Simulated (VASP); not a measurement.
# Cs (P6_3/mmc) in VASP: single point with LDA

Aim: the single point of Cs with LDA.

All numbers are computed with VASP 6.6.1; they aren't measurements. Logs are shortened: lines on timing, memory, paths and dates and some standing lists are left out, and cuts for length are marked.

## Step 1: The cell of the first run

The structure is hexagonal, space group P6_3/mmc (No. 194). The conventional cell has a = 5.113 Å, b = 5.113 Å, c = 8.283 Å, α = 90.00°, β = 90.00°, γ = 120.00°.

This isn't the form of Cs at room conditions, which is bcc.

## Step 2: Single point, LDA

File INCAR:

```
SYSTEM = Cs
  PREC = Accurate
  ENCUT = 500
  EDIFF = 1E-6
  ISMEAR = -1
  SIGMA = 0.1
  LREAL = .FALSE.
  LASPH = .TRUE.
  NELM = 120
  ALGO = Normal
  ISIF = 2
  LWAVE = .FALSE.
  LCHARG = .FALSE.
  NBANDS = 16
  GGA_COMPAT = .FALSE.
```

File KPOINTS:

```
regular mesh
0
G
  9 9 5
  0 0 0
```

File POSCAR:

```
Cs
1.0
    5.1127359851      0.0000000000      0.0000000000
   -2.5563679926      4.4277592460      0.0000000000
    0.0000000000      0.0000000000      8.2826322959
Cs
2
Direct
    0.3333333333      0.6666666667      0.2500000000
    0.6666666667      0.3333333333      0.7500000000
```

Potentials or basis: VASP PAW LDA potentials, release 64 (Cs_sv).

On the command line:

```console
$ cat potpaw_LDA.64/Cs_sv/POTCAR > POTCAR
$ mpirun -np 1 vasp_std > vasp.out
```

OUTCAR:

```text
SYSTEM = Cs
   PREC = Accurate
   ENCUT = 500
   EDIFF = 1E-6
   ISMEAR = -1
   LREAL = .FALSE.
   LASPH = .TRUE.
   NELM = 120
   ISIF = 2

 ion  position               nearest neighbor table
   1  0.333  0.667  0.250-
   2  0.667  0.333  0.750-

  LATTYP: Found a hexagonal cell.
 ALAT       =     5.1127359851
 C/A-ratio  =     1.6200000000

  Lattice vectors:

 A1 = (   5.1127359851,   0.0000000000,   0.0000000000)
 A2 = (  -2.5563679926,   4.4277592460,   0.0000000000)
 A3 = (   0.0000000000,   0.0000000000,   8.2826322959)

Analysis of symmetry for initial positions (statically):
=====================================================================
 Subroutine PRICEL returns:
 Original cell was already a primitive cell.

 Routine SETGRP: Setting up the symmetry group for a
 hexagonal supercell.

 Subroutine GETGRP returns: Found 24 space group operations
 (whereof 12 operations were pure point group operations)
 out of a pool of 24 trial point group operations.

The static configuration has the point symmetry D_3d.
 The point group associated with its full space group is D_6h.

Analysis of symmetry for dynamics (positions and initial velocities):
=====================================================================
 Subroutine PRICEL returns:
 Original cell was already a primitive cell.

 Routine SETGRP: Setting up the symmetry group for a
 hexagonal supercell.

 Subroutine GETGRP returns: Found 24 space group operations
 (whereof 12 operations were pure point group operations)
 out of a pool of 24 trial point group operations.

The dynamic configuration has the point symmetry D_3d.
 The point group associated with its full space group is D_6h.

 Subroutine INISYM returns: Found 24 space group operations
 (whereof 12 operations are pure point group operations),
 and found     1 'primitive' translations

----------------------------------------------------------------------------------------

                                     Primitive cell

  volume of cell :     187.5019

  direct lattice vectors                    reciprocal lattice vectors
     5.112735985  0.000000000  0.000000000     0.195589994  0.112923936  0.000000000
    -2.556367993  4.427759246  0.000000000     0.000000000  0.225847871  0.000000000
     0.000000000  0.000000000  8.282632296     0.000000000  0.000000000  0.120734564

  length of vectors
     5.112735985  5.112735985  8.282632296     0.225847871  0.225847871  0.120734564

  position of ions in fractional coordinates (direct lattice)
     0.333333333  0.666666667  0.250000000
     0.666666667  0.333333333  0.750000000

  ion indices of the primitive-cell ions
   primitive index   ion index
                 1           1
                 2           2

----------------------------------------------------------------------------------------

 KPOINTS: regular mesh

Automatic generation of k-mesh.
 Grid dimensions read from file:
 generate k-points for:    9    9    5

 Generating k-lattice:

  Cartesian coordinates                     Fractional coordinates (reciprocal lattice)
     0.021732222  0.012547104  0.000000000     0.111111111  0.000000000  0.000000000
     0.000000000  0.025094208  0.000000000     0.000000000  0.111111111  0.000000000
     0.000000000  0.000000000  0.024146913     0.000000000  0.000000000  0.200000000

  Length of vectors
     0.025094208  0.025094208  0.024146913

  Shift w.r.t. Gamma in fractional coordinates (k-lattice)
     0.000000000  0.000000000  0.000000000

 Subroutine IBZKPT returns following result:
 ===========================================

 Found     36 irreducible k-points:

 Following reciprocal coordinates:
            Coordinates               Weight
  0.000000  0.000000  0.000000      1.000000
  0.111111  0.000000  0.000000      6.000000
  0.222222 -0.000000  0.000000      6.000000
  0.333333  0.000000  0.000000      6.000000
  0.444444 -0.000000  0.000000      6.000000
  0.111111  0.111111  0.000000      6.000000
[... 16 lines left out ...]
  0.333333  0.222222  0.200000     24.000000
  0.333333  0.333333  0.200000      4.000000
 [... further k-points ...]
   k-points           NKPTS =     36   k-points in BZ     NKDIM =     36   number of bands    NBANDS=     16
   number of dos      NEDOS =    301   number of ions     NIONS =      2
   total plane-waves  NPLWV =  96000
   dimension x,y,z NGX =    40 NGY =   40 NGZ =   60
   dimension x,y,z NGXF=    80 NGYF=   80 NGZF=  120
   ions per type =               2
   NGX,Y,Z   is equivalent  to a cutoff of  13.01, 13.01, 12.04 a.u.
   NGXF,Y,Z  is equivalent  to a cutoff of  26.01, 26.01, 24.09 a.u.
 SYSTEM =  Cs
   PREC   = accura    normal or accurate (medium, high low for compatibility)
   ISTART =      0    job   : 0-new  1-cont  2-samecut
   ICHARG =      2    charge: 1-file 2-atom 10-const
   ISPIN  =      1    spin polarized calculation?
   LNONCOLLINEAR =      F non collinear calculations
   LSORBIT =      F    spin-orbit coupling
   LASPH  =      T    aspherical Exc in radial PAW
   ENCUT  =  500.0 eV  36.75 Ry    6.06 a.u.   9.32  9.32 15.10*2*pi/ulx,y,z
   NELM   =    120;   NELMIN=  2; NELMDL= -5     # of ELM steps
   EDIFF  = 0.1E-05   stopping-criterion for ELM
   LREAL  =      F    real-space projection
   EDIFFG = 0.1E-04   stopping-criterion for IOM
   NSW    =      0    number of steps for IOM
   IBRION =     -1    ionic relax: 0-MD 1-quasi-New 2-CG
   NFREE  =      0    steps in history (QN), initial steepest desc. (CG)
   ISIF   =      2    stress and relaxation
   ISYM   =      2    0-nonsym 1-usesym 2-fastsym
   POTIM  = 0.5000    time-step for ionic-motion
   TEBEG  =    0.0;   TEEND  =   0.0 temperature during run
   PSTRESS=    0.0 pullay stress
   NELECT =      18.0000    total number of electrons
   NUPDOWN=      -1.0000    fix difference up-down
   EMIN   =  10.00;   EMAX   =-10.00  energy-range for DOS
   EFERMI =   0.00;   METHOD = LEGACY
   ISMEAR =    -1;   SIGMA  =   0.10  broadening in eV -4-tet -1-fermi 0-gaus
   EFERMI_NEDOS =   21; number of points for ismear=-14 and -15
   IALGO  =     38    algorithm
   IMIX   =      4    mixing-type and parameters
     AMIX     =   0.40;   BMIX     =  1.00
     AMIX_MAG =   1.60;   BMIX_MAG =  1.00
  volume/ion in A,a.u.               =      93.75       632.66
  Fermi-wavevector in a.u.,A,eV,Ry     =   0.749601  1.416541  7.645145  0.561902
  Thomas-Fermi vector in A             =   1.846159
   LORBIT       =      0    0 simple, 1 ext, 2 COOP (PROOUT), +10 PAW based schemes
   GGA     = CA    functional components
   LHFCALC =     F    Hartree Fock is set to
   AEXX    =    0.0000 exact exchange contribution
   IVDW    =     0    specifies the selected vdW correction
   LEPSILON=     F    determine dielectric tensor
   LRPA    =     F    only Hartree local field effects (RPA)
 non-spin polarized calculation
  energy-cutoff  :      500.00
  volume of cell :      187.50
 maximum number of plane-waves:      4806
 NGX is ok and might be reduce to    40
   NGX = 19   NGY = 19   NGZ = 31

 number of electron      17.9999999 magnetization

 Free energy of the ion-electron system (eV)
  ---------------------------------------------------
  ext. energy  EPLUGINS =         0.00000000
  ---------------------------------------------------
  free energy    TOTEN  =        -2.02952002 eV

  energy without entropy =       -1.95005173  energy(sigma->0) =       -1.98978588

 E-fermi :   0.8361     XC(G=0):  -6.0927

 val. band max:        0.7835607513   @ k =   0.3333   0.0000   0.4000
 cond. band min:       0.8586553558   @ k =   0.1111   0.1111   0.2000
 fundamental gap:      0.0750946045
 Fermi energy:         0.8360873737

 k-point     1 :       0.0000    0.0000    0.0000
  band No.  band energies     occupation
      1     -22.8691      2.00000
      2     -22.8522      2.00000
      3      -9.8375      2.00000
      4      -9.5983      2.00000
      5      -9.5983      2.00000
      6      -9.5604      2.00000
[... 8 lines left out ...]
     15       3.6506      0.00000
     16       3.6506      0.00000

 k-point     2 :       0.1111    0.0000    0.0000
  band No.  band energies     occupation
      1     -22.8674      2.00000
      2     -22.8514      2.00000
      3      -9.8266      2.00000
      4      -9.6228      2.00000
      5      -9.6060      2.00000
      6      -9.5859      2.00000
[... 8 lines left out ...]
     15       3.5880      0.00000
     16       3.7659      0.00000

 k-point     3 :       0.2222   -0.0000    0.0000
  band No.  band energies     occupation
      1     -22.8630      2.00000
      2     -22.8496      2.00000
      3      -9.7968      2.00000
      4      -9.6850      2.00000
      5      -9.6480      2.00000
      6      -9.6248      2.00000
[... 8 lines left out ...]
     15       3.5716      0.00000
     16       3.8031      0.00000

 k-point     4 :       0.3333    0.0000    0.0000
  band No.  band energies     occupation
      1     -22.8577      2.00000
      2     -22.8479      2.00000
      3      -9.7561      2.00000
      4      -9.7556      2.00000
      5      -9.7144      2.00000
      6      -9.6452      2.00000
[... 8 lines left out ...]
     15       3.3185      0.00000
     16       4.3786      0.00000
[... 324 lines left out ...]
 k-point    22 :       0.2222    0.2222    0.2000
  band No.  band energies     occupation
      1     -22.8543      2.00000
      2     -22.8482      2.00000
      3      -9.7721      2.00000
      4      -9.7562      2.00000
      5      -9.6882      2.00000
      6      -9.6729      2.00000
[... 8 lines left out ...]
     15       2.8859      0.00000
     16       4.2781      0.00000

 k-point    23 :       0.3333    0.2222    0.2000
  band No.  band energies     occupation
      1     -22.8510      2.00000
      2     -22.8479      2.00000
      3      -9.7849      2.00000
      4      -9.7603      2.00000
      5      -9.7111      2.00000
      6      -9.6685      2.00000
[... 8 lines left out ...]
     15       3.1614      0.00000
     16       4.3978      0.00000

 k-point    24 :       0.3333    0.3333    0.2000
  band No.  band energies     occupation
      1     -22.8489      2.00000
      2     -22.8489      2.00000
      3      -9.7566      2.00000
      4      -9.7501      2.00000
      5      -9.7501      2.00000
      6      -9.6871      2.00000
[... 8 lines left out ...]
     15       3.2903      0.00000
     16       4.5143      0.00000

 [... further k-points ...]

------------------------ aborting loop because EDIFF is reached ----------------------------------------

  FORCE on cell =-STRESS in cart. coord.  units (eV):
  Direction    XX          YY          ZZ          XY          YZ          ZX
  --------------------------------------------------------------------------------------
  -------------------------------------------------------------------------------------
  Total        0.0432451      0.0432451      0.0802968     -0.0000000     -0.0000000      0.0000000
  in kB        0.3695234      0.3695234      0.6861247     -0.0000000     -0.0000000      0.0000000
  external PRESSURE =       0.4750572 kB  Pullay stress =       0.0000000 kB

 VOLUME and BASIS-vectors are now :
 -----------------------------------------------------------------------------
  energy-cutoff  :      500.00
  volume of cell :      187.50
      direct lattice vectors                 reciprocal lattice vectors
     5.112735985  0.000000000  0.000000000     0.195589994  0.112923936  0.000000000
    -2.556367993  4.427759246  0.000000000     0.000000000  0.225847871  0.000000000
     0.000000000  0.000000000  8.282632296     0.000000000  0.000000000  0.120734564

 POSITION                                       TOTAL-FORCE (eV/Angst)
 -----------------------------------------------------------------------------------
     -0.00000      2.95184      2.07066        -0.000000      0.000000      0.000000
      2.55637      1.47592      6.21197         0.000000     -0.000000      0.000000
 -----------------------------------------------------------------------------------
    total drift:                                0.000000     -0.000000      0.000000

  FREE ENERGIE OF THE ION-ELECTRON SYSTEM (eV)
  ---------------------------------------------------
  free  energy   TOTEN  =        -2.0295200228 eV

  energy  without entropy=       -1.9500517297  energy(sigma->0) =       -1.98978588
```

Run time: 1.9 min. Hardware: 1 thread of Intel Xeon 8259CL, shared host; peak memory 0.27 GiB.

Results:

| Quantity | Value |
| --- | --- |
| Free energy | -2.0295 eV |
| Pressure | 0.0 GPa |
| Band gap on the k mesh | zero (bands 9 and 10 overlap by 1.67 eV) |

Caveat: spin-orbit coupling is left out, which moves the levels of the heavy elements.
